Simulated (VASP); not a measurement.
# Pb (Fm-3m) in VASP: notebook, part 2 of 2

VASP 6.6.1. The steps go on from the part before.

**3. Relaxation of cell and atoms, PBEsol, target pressure 20 GPa, at which the enthalpy is minimised**

File INCAR:

```
ALGO = Normal
EDIFF = 1E-7
EDIFFG = -0.02
ENCUT = 600
GGA = PS
IBRION = 2
ISIF = 3
ISMEAR = 1
LASPH = True
LCHARG = False
LREAL = False
LWAVE = False
NELM = 60
NSW = 80
PREC = Accurate
PSTRESS = 200.0
SIGMA = 0.05
```

File KPOINTS:

```
k-points
0
Gamma
  15 15 15
```

File POSCAR:

```
Pb
1.0
    0.0000000000      2.4750200000      2.4750200000
    2.4750200000      0.0000000000      2.4750200000
    2.4750200000      2.4750200000      0.0000000000
Pb
1
Direct
    0.0000000000      0.0000000000      0.0000000000
```

Potentials or basis: VASP PAW PBE potentials, release 64 (Pb_d).

Run with:

```console
$ cat potpaw_PBE.64/Pb_d/POTCAR > POTCAR
$ mpirun -np 1 vasp_std > vasp.out
```

OUTCAR:

```text
EDIFF = 1E-7
   EDIFFG = -0.02
   ENCUT = 600
   GGA = PS
   IBRION = 2
   ISIF = 3
   ISMEAR = 1
   LASPH = True
   LREAL = False
   NELM = 60
   NSW = 80
   PREC = Accurate
   PSTRESS = 200.0

 ion  position               nearest neighbor table
   1  0.000  0.000  0.000-

  LATTYP: Found a face centered cubic cell.
 ALAT       =     4.9500400000

  Lattice vectors:

 A1 = (   0.0000000000,   2.4750200000,   2.4750200000)
 A2 = (   2.4750200000,   0.0000000000,   2.4750200000)
 A3 = (   2.4750200000,   2.4750200000,   0.0000000000)

Analysis of symmetry for initial positions (statically):
=====================================================================
 Subroutine PRICEL returns:
 Original cell was already a primitive cell.

 Routine SETGRP: Setting up the symmetry group for a
 face centered cubic supercell.

 Subroutine GETGRP returns: Found 48 space group operations
 (whereof 48 operations were pure point group operations)
 out of a pool of 48 trial point group operations.

The static configuration has the point symmetry O_h .

Analysis of symmetry for dynamics (positions and initial velocities):
=====================================================================
 Subroutine PRICEL returns:
 Original cell was already a primitive cell.

 Routine SETGRP: Setting up the symmetry group for a
 face centered cubic supercell.

 Subroutine GETGRP returns: Found 48 space group operations
 (whereof 48 operations were pure point group operations)
 out of a pool of 48 trial point group operations.

The dynamic configuration has the point symmetry O_h .

 Subroutine INISYM returns: Found 48 space group operations
 (whereof 48 operations are pure point group operations),
 and found     1 'primitive' translations

----------------------------------------------------------------------------------------

                                     Primitive cell

  volume of cell :      30.3226

  direct lattice vectors                    reciprocal lattice vectors
     0.000000000  2.475020000  2.475020000    -0.202018570  0.202018570  0.202018570
     2.475020000  0.000000000  2.475020000     0.202018570 -0.202018570  0.202018570
     2.475020000  2.475020000  0.000000000     0.202018570  0.202018570 -0.202018570

  length of vectors
     3.500206851  3.500206851  3.500206851     0.349906427  0.349906427  0.349906427

  position of ions in fractional coordinates (direct lattice)
     0.000000000  0.000000000  0.000000000

  ion indices of the primitive-cell ions
   primitive index   ion index
                 1           1

----------------------------------------------------------------------------------------

 KPOINTS: k-points

Automatic generation of k-mesh.
 Grid dimensions read from file:
 generate k-points for:   15   15   15

 Generating k-lattice:

  Cartesian coordinates                     Fractional coordinates (reciprocal lattice)
    -0.013467905  0.013467905  0.013467905     0.066666667  0.000000000  0.000000000
     0.013467905 -0.013467905  0.013467905     0.000000000  0.066666667  0.000000000
     0.013467905  0.013467905 -0.013467905     0.000000000  0.000000000  0.066666667

  Length of vectors
     0.023327095  0.023327095  0.023327095

  Shift w.r.t. Gamma in fractional coordinates (k-lattice)
     0.000000000  0.000000000  0.000000000

 Subroutine IBZKPT returns following result:
 ===========================================

 Found    120 irreducible k-points:

 Following reciprocal coordinates:
            Coordinates               Weight
  0.000000  0.000000  0.000000      1.000000
  0.066667  0.000000  0.000000      8.000000
  0.133333  0.000000  0.000000      8.000000
  0.200000  0.000000  0.000000      8.000000
  0.266667  0.000000  0.000000      8.000000
  0.333333  0.000000  0.000000      8.000000
[... 16 lines left out ...]
  0.133333  0.133333  0.000000      6.000000
  0.200000  0.133333  0.000000     24.000000
 [... further k-points ...]
   k-points           NKPTS =    120   k-points in BZ     NKDIM =    120   number of bands    NBANDS=     11
   number of dos      NEDOS =    301   number of ions     NIONS =      1
   total plane-waves  NPLWV =  21952
   dimension x,y,z NGX =    28 NGY =   28 NGZ =   28
   dimension x,y,z NGXF=    56 NGYF=   56 NGZF=   56
   ions per type =               1
   NGX,Y,Z   is equivalent  to a cutoff of  13.30, 13.30, 13.30 a.u.
   NGXF,Y,Z  is equivalent  to a cutoff of  26.60, 26.60, 26.60 a.u.
 SYSTEM =  unknown system
   PREC   = accura    normal or accurate (medium, high low for compatibility)
   ISTART =      0    job   : 0-new  1-cont  2-samecut
   ICHARG =      2    charge: 1-file 2-atom 10-const
   ISPIN  =      1    spin polarized calculation?
   LNONCOLLINEAR =      F non collinear calculations
   LSORBIT =      F    spin-orbit coupling
   LASPH  =      T    aspherical Exc in radial PAW
   ENCUT  =  600.0 eV  44.10 Ry    6.64 a.u.   6.99  6.99  6.99*2*pi/ulx,y,z
   NELM   =     60;   NELMIN=  2; NELMDL= -5     # of ELM steps
   EDIFF  = 0.1E-06   stopping-criterion for ELM
   LREAL  =      F    real-space projection
   EDIFFG = -.2E-01   stopping-criterion for IOM
   NSW    =     80    number of steps for IOM
   IBRION =      2    ionic relax: 0-MD 1-quasi-New 2-CG
   NFREE  =      1    steps in history (QN), initial steepest desc. (CG)
   ISIF   =      3    stress and relaxation
   ISYM   =      2    0-nonsym 1-usesym 2-fastsym
   POTIM  = 0.5000    time-step for ionic-motion
   TEBEG  =    0.0;   TEEND  =   0.0 temperature during run
   PSTRESS=  200.0 pullay stress
   NELECT =      14.0000    total number of electrons
   NUPDOWN=      -1.0000    fix difference up-down
   EMIN   =  10.00;   EMAX   =-10.00  energy-range for DOS
   EFERMI =   0.00;   METHOD = LEGACY
   ISMEAR =     1;   SIGMA  =   0.05  broadening in eV -4-tet -1-fermi 0-gaus
   EFERMI_NEDOS =   21; number of points for ismear=-14 and -15
   IALGO  =     38    algorithm
   IMIX   =      4    mixing-type and parameters
     AMIX     =   0.40;   BMIX     =  1.00
     AMIX_MAG =   1.60;   BMIX_MAG =  1.00
  volume/ion in A,a.u.               =      30.32       204.63
  Fermi-wavevector in a.u.,A,eV,Ry     =   1.265306  2.391081 21.782907  1.600999
  Thomas-Fermi vector in A             =   2.398566
   LORBIT       =      0    0 simple, 1 ext, 2 COOP (PROOUT), +10 PAW based schemes
   GGA     = PS    functional components
   LHFCALC =     F    Hartree Fock is set to
   AEXX    =    0.0000 exact exchange contribution
   IVDW    =     0    specifies the selected vdW correction
   LEPSILON=     F    determine dielectric tensor
   LRPA    =     F    only Hartree local field effects (RPA)
 conjugate gradient relaxation of ions
 non-spin polarized calculation
 Methfessel and Paxton  Order N= 1 SIGMA  =   0.05
  energy-cutoff  :      600.00
  volume of cell :       30.32
 maximum number of plane-waves:      1031
   NGX = 13   NGY = 13   NGZ = 13

--------------------------------------- Ionic step        1  -------------------------------------------

 number of electron      13.9999999 magnetization

 Free energy of the ion-electron system (eV)
  ---------------------------------------------------
  ext. energy  EPLUGINS =         0.00000000
  ---------------------------------------------------
  free energy    TOTEN  =        -3.99947866 eV

  energy without entropy =       -3.99917290  energy(sigma->0) =       -3.99937674

 E-fermi :   7.0122     XC(G=0): -10.3415

 val. band max:        7.0002122312   @ k =  -0.2000   0.2000   0.0667
 cond. band min:       7.0129588762   @ k =   0.4000   0.2667   0.0667
 fundamental gap:      0.0127466450
 Fermi energy:         7.0122122208

 k-point     1 :       0.0000    0.0000    0.0000
  band No.  band energies     occupation
      1      -9.8889      2.00000
      2      -9.8889      2.00000
      3      -9.8889      2.00000
      4      -9.7473      2.00000
      5      -9.7473      2.00000
      6      -4.6683      2.00000
      7      14.5112      0.00000
      8      14.5112      0.00000
      9      14.5112      0.00000
     10      16.8645      0.00000
     11      18.4158      0.00000
[... 467 lines left out ...]
  enthalpy is  TOTEN    =        -0.7297984499 eV   P V=        2.9864923893

--------------------------------------- Ionic step        5  -------------------------------------------

 number of electron      14.0000000 magnetization

 Free energy of the ion-electron system (eV)
  ---------------------------------------------------
  ext. energy  EPLUGINS =         0.00000000
  ---------------------------------------------------
  free energy    TOTEN  =        -3.68793668 eV

  energy without entropy =       -3.68755898  energy(sigma->0) =       -3.68781078

 E-fermi :  10.4700     XC(G=0): -11.5864

 val. band max:       10.3461409086   @ k =  -0.2000   0.3333   0.1333
 cond. band min:      10.4754149155   @ k =  -0.2000   0.2000   0.0667
 fundamental gap:      0.1292740070
 Fermi energy:        10.4699958764

 k-point     1 :       0.0000    0.0000    0.0000
  band No.  band energies     occupation
      1      -7.0731      2.00000
      2      -7.0731      2.00000
      3      -7.0731      2.00000
      4      -6.7802      2.00000
      5      -6.7802      2.00000
      6      -3.5044      2.00000
      7      19.6710      0.00000
      8      19.6710      0.00000
      9      19.6710      0.00000
     10      20.0017      0.00000
     11      24.6710      0.00000
[... 350 lines left out ...]
  FREE ENERGIE OF THE ION-ELECTRON SYSTEM (eV)
  ---------------------------------------------------
  free  energy   TOTEN  =        -3.6879366808 eV

  energy  without entropy=       -3.6875589827  energy(sigma->0) =       -3.68781078

  enthalpy is  TOTEN    =        -0.7307449006 eV   P V=        2.9571917802

 reached required accuracy - stopping structural energy minimisation
```

Run time: 4.7 min. Hardware: 1 thread of Intel Xeon 8259CL, shared host; peak memory 0.21 GiB.

What came out:

* Free energy: -3.6879 eV
* Relaxed volume: 23.69 Å³/atom
* Relaxed cell: a = 3.224 Å, b = 3.224 Å, c = 3.224 Å, α = 60.00°, β = 60.00°, γ = 60.00°
* Space group after relaxing (to 0.1 Å): Fm-3m (No. 225)
* Energy change on relaxing (the run minimises the enthalpy): +311.5 meV/atom
* Ionic steps: 5
* Pressure after relaxing: 20.0 GPa
* Band gap on the k mesh: zero (bands 7 and 8 overlap by 11.55 eV)

Step by step:
```csv
step,energy change (eV),largest force (eV/Å),pressure (GPa),volume (Å³)
1,0.0000,0.0000,-0.58,30.32
2,3.1178,0.0000,132.38,16.24
3,0.2410,0.0000,16.72,24.31
4,0.2832,0.0000,18.71,23.92
5,0.3115,0.0000,20.02,23.69
```

Final structure:
```
Pb
1.0
     0.00000    2.27952    2.27952
     2.27952    0.00000    2.27952
     2.27952    2.27952    0.00000
Pb
1
Direct
  0.00000 0.00000 0.00000
```

Caveat: the cell is relaxed towards a set pressure, so the run minimises the enthalpy, not the energy; the volume moved by over 15 % at a fixed basis, so the end points are rough; the PAW data sets were made with another functional, which shifts forces and pressure a little; spin-orbit coupling is left out, which moves the levels of the heavy elements.

**4. Relaxation of cell and atoms, PBEsol, target pressure 40 GPa, at which the enthalpy is minimised**

File INCAR:

```
SYSTEM = Pb
ALGO     = Normal         ! electronic algorithm
EDIFF    = 1E-6           ! SCF threshold, eV
EDIFFG   = -0.02          ! ionic threshold
ENCUT    = 600            ! plane-wave cutoff, eV
GGA      = PS             ! functional
IBRION   = 2              ! ionic algorithm
ISIF     = 3              ! what is computed and relaxed
ISMEAR   = 1              ! smearing method
LASPH    = .True.         ! aspherical terms in the spheres
LCHARG   = .False.        ! write CHGCAR
LREAL    = .False.        ! projectors in reciprocal space
LWAVE    = .False.        ! write WAVECAR
NELM     = 60             ! most SCF steps
NSW      = 80             ! ionic steps
PREC     = Accurate       ! precision mode
PSTRESS  = 400.0        
SIGMA    = 0.05           ! smearing width, eV
```

File KPOINTS:

```
k-points
0
Gamma
  15 15 15
  0 0 0
```

POSCAR is that of step 3.

Potentials or basis: VASP PAW PBE potentials, release 64 (Pb_d).

Run with:

```console
$ cat potpaw_PBE.64/Pb_d/POTCAR > POTCAR
$ mpirun -np 1 vasp_std > vasp.out
```

OUTCAR:

```text
SYSTEM = Pb
   EDIFF = 1E-6
   EDIFFG = -0.02
   ENCUT = 600
   GGA = PS
   IBRION = 2
   ISIF = 3
   ISMEAR = 1
   LASPH = .True.
   LREAL = .False.
   NELM = 60
   NSW = 80
   PREC = Accurate
   PSTRESS = 400.0

 ion  position               nearest neighbor table
   1  0.000  0.000  0.000-

  LATTYP: Found a face centered cubic cell.
 ALAT       =     4.9500400000

  Lattice vectors:

 A1 = (   0.0000000000,   2.4750200000,   2.4750200000)
 A2 = (   2.4750200000,   0.0000000000,   2.4750200000)
 A3 = (   2.4750200000,   2.4750200000,   0.0000000000)

Analysis of symmetry for initial positions (statically):
=====================================================================
 Subroutine PRICEL returns:
 Original cell was already a primitive cell.

 Routine SETGRP: Setting up the symmetry group for a
 face centered cubic supercell.

 Subroutine GETGRP returns: Found 48 space group operations
 (whereof 48 operations were pure point group operations)
 out of a pool of 48 trial point group operations.

The static configuration has the point symmetry O_h .

Analysis of symmetry for dynamics (positions and initial velocities):
=====================================================================
 Subroutine PRICEL returns:
 Original cell was already a primitive cell.

 Routine SETGRP: Setting up the symmetry group for a
 face centered cubic supercell.

 Subroutine GETGRP returns: Found 48 space group operations
 (whereof 48 operations were pure point group operations)
 out of a pool of 48 trial point group operations.

The dynamic configuration has the point symmetry O_h .

 Subroutine INISYM returns: Found 48 space group operations
 (whereof 48 operations are pure point group operations),
 and found     1 'primitive' translations

----------------------------------------------------------------------------------------

                                     Primitive cell

[... 115 lines left out ...]
   AEXX    =    0.0000 exact exchange contribution
   IVDW    =     0    specifies the selected vdW correction
   LEPSILON=     F    determine dielectric tensor
   LRPA    =     F    only Hartree local field effects (RPA)
 conjugate gradient relaxation of ions
 non-spin polarized calculation
 Methfessel and Paxton  Order N= 1 SIGMA  =   0.05
  energy-cutoff  :      600.00
  volume of cell :       30.32
 maximum number of plane-waves:      1031
   NGX = 13   NGY = 13   NGZ = 13

--------------------------------------- Ionic step        1  -------------------------------------------

 number of electron      13.9999999 magnetization

 Free energy of the ion-electron system (eV)
  ---------------------------------------------------
  ext. energy  EPLUGINS =         0.00000000
  ---------------------------------------------------
  free energy    TOTEN  =        -3.99947867 eV

  energy without entropy =       -3.99917291  energy(sigma->0) =       -3.99937675

------------------------ aborting loop because EDIFF is reached ----------------------------------------

  FORCE on cell =-STRESS in cart. coord.  units (eV):
  Direction    XX          YY          ZZ          XY          YZ          ZX
  --------------------------------------------------------------------------------------
  -------------------------------------------------------------------------------------
  Total       -0.1121120     -0.1121120     -0.1121120      0.0000000      0.0000000     -0.0000000
  in kB       -5.9237488     -5.9237488     -5.9237488      0.0000000      0.0000000     -0.0000000
  external PRESSURE =    -405.9237488 kB  Pullay stress =     400.0000000 kB
[... 98 lines left out ...]
--------------------------------------- Ionic step        4  -------------------------------------------

 number of electron      13.9999998 magnetization

 E-fermi :   9.2237     XC(G=0): -11.1545

 val. band max:        9.2067604584   @ k =  -0.2000   0.2000   0.0667
 cond. band min:       9.2291014210   @ k =  -0.2000   0.3333   0.1333
 fundamental gap:      0.0223409626
 Fermi energy:         9.2236698712

 k-point     1 :       0.0000    0.0000    0.0000
  band No.  band energies     occupation
      1      -8.0716      2.00000
      2      -8.0716      2.00000
      3      -8.0716      2.00000
      4      -7.8402      2.00000
      5      -7.8402      2.00000
      6      -3.9168      2.00000
      7      17.8410      0.00000
      8      17.8410      0.00000
      9      17.8410      0.00000
     10      22.5097      0.00000
     11      22.8798      0.00000
[... 432 lines left out ...]
--------------------------------------- Ionic step        7  -------------------------------------------

 number of electron      14.0000000 magnetization

 Free energy of the ion-electron system (eV)
  ---------------------------------------------------
  ext. energy  EPLUGINS =         0.00000000
  ---------------------------------------------------
  free energy    TOTEN  =        -3.21725606 eV

  energy without entropy =       -3.21691757  energy(sigma->0) =       -3.21714323

 E-fermi :  12.3298     XC(G=0): -12.2141

 val. band max:       12.2419983288   @ k =   0.3333   0.1333   0.0000
 cond. band min:      12.3324184373   @ k =  -0.4000   0.4667   0.0667
 fundamental gap:      0.0904201085
 Fermi energy:        12.3297557238

 k-point     1 :       0.0000    0.0000    0.0000
  band No.  band energies     occupation
      1      -5.5766      2.00000
      2      -5.5766      2.00000
      3      -5.5766      2.00000
      4      -5.1723      2.00000
      5      -5.1723      2.00000
      6      -2.8799      2.00000
      7      21.6367      0.00000
      8      22.3677      0.00000
      9      22.3677      0.00000
     10      22.3677      0.00000
     11      27.6689      0.00000
[... 354 lines left out ...]
  energy  without entropy=       -3.2169175718  energy(sigma->0) =       -3.21714323

  enthalpy is  TOTEN    =         2.0484931178 eV   P V=        5.2657491809

 reached required accuracy - stopping structural energy minimisation
```

CONTCAR:

```text
Pb
   1.00000000000000
     0.0000000000000000    2.1929408690719634    2.1929408690719634
     2.1929408690719634    0.0000000000000000    2.1929408690719634
     2.1929408690719634    2.1929408690719634   -0.0000000000000000
  Pb
     1
Direct
     0.0000000000000000    0.0000000000000000    0.0000000000000000

  0.00000000E+00  0.00000000E+00  0.00000000E+00
```

Wall time 5.7 min (1 thread of Intel Xeon 8259CL, shared host); peak memory 0.23 GiB.

What came out:

```yaml
Free_energy: -3.2173 eV
Relaxed_volume: 21.09 Å³/atom
Relaxed_cell: a = 3.101 Å, b = 3.101 Å, c = 3.101 Å, α = 60.00°, β = 60.00°, γ = 60.00°
Space_group_after_relaxing_to_0.1_Å: Fm-3m (No. 225)
Energy_change_on_relaxing_the_run_minimises_the_enthalpy: +782.2 meV/atom
Ionic_steps: 7
Pressure_after_relaxing: 39.9 GPa
Band_gap_on_the_k_mesh: zero (bands 7 and 8 overlap by 12.02 eV)
```

The path:
```
step  energy change (eV)  largest force (eV/Å)  pressure (GPa)  volume (Å³)
   1              0.0000                0.0000           -0.59        30.32
   2             35.6512                0.0000         1849.28         7.56
   3              0.0311                0.0000            4.80        27.62
   4              0.1203                0.0000           10.67        25.74
   5              1.0466                0.0000           50.56        20.15
   6              0.7317                0.0000           37.83        21.30
   7              0.7822                0.0000           39.86        21.09
```

Final structure:
```xyz
1
Lattice="0.0000 2.1929 2.1929 2.1929 0.0000 2.1929 2.1929 2.1929 0.0000" Properties=species:S:1:pos:R:3 pbc="T T T"
Pb    0.0000    0.0000    0.0000
```

Caveat: the cell is relaxed towards a set pressure, so the run minimises the enthalpy, not the energy; the volume moved by over 15 % at a fixed basis, so the end points are rough; the PAW data sets were made with another functional, which shifts forces and pressure a little; spin-orbit coupling is left out, which moves the levels of the heavy elements.

**5. Summary**

```tsv
cell	gap on the mesh (eV)	pressure (GPa)
relaxed	none	0.0
relaxed to 20 GPa	none	20.0
relaxed to 40 GPa	none	39.9
```

Alike in all rows: task relaxation of cell and atoms; level PBEsol; potentials or basis VASP PAW PBE potentials, release 64 (Pb_d); no spin polarisation; k mesh 15 × 15 × 15; cutoff (eV) 600; smearing methfessel-paxton 0.05 eV.

Caveats: the PAW data sets were made with another functional, which shifts forces and pressure a little; spin-orbit coupling is left out, which moves the levels of the heavy elements; the cell is relaxed towards a set pressure, so the run minimises the enthalpy, not the energy (at least some runs); the volume moved by over 15 % at a fixed basis, so the end points are rough (at least some runs).

Absolute energies hang on the potentials; compare differences alone.
